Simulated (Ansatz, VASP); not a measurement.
**C: VASP beside Ansatz**

```
C
1.0
     2.48344    0.00000    0.00000
    -1.24172    2.15072    0.00000
     0.00000    0.00000    4.09452
C
4
Direct
  0.33333 0.66667 0.99976
  0.66667 0.33333 0.49976
  0.33333 0.66667 0.37424
  0.66667 0.33333 0.87424
```

Alike in both runs: task single point; functional LDA; k mesh 9 × 9 × 6; no spin polarisation.

|  | VASP | Ansatz |
| --- | --- | --- |
| version | VASP 6.6.1 | Ansatz 0.2.0 |
| potentials or method | VASP PAW LDA potentials, release 64 (C_h), cutoff 910 eV | scalar-relativistic, plane waves, PAW |
| occupations | gaussian, width 0.01 eV | fixed |
| valence electrons in the cell | 16 | 16 |

```tsv
	VASP	Ansatz	Ansatz less VASP
gap on the k mesh at the Fermi level (eV)	3.00	3.02	+0.020
least direct gap on the mesh (eV)	4.86	4.86	+0.004
```

Ansatz warns that its potentials were made for another functional, while VASP's fit it. LDA's correlation is that of Perdew and Zunger in VASP and of Perdew and Wang (1992) in Ansatz.

Noted on VASP's run: the cutoff is short for stress, so the pressure is rough.
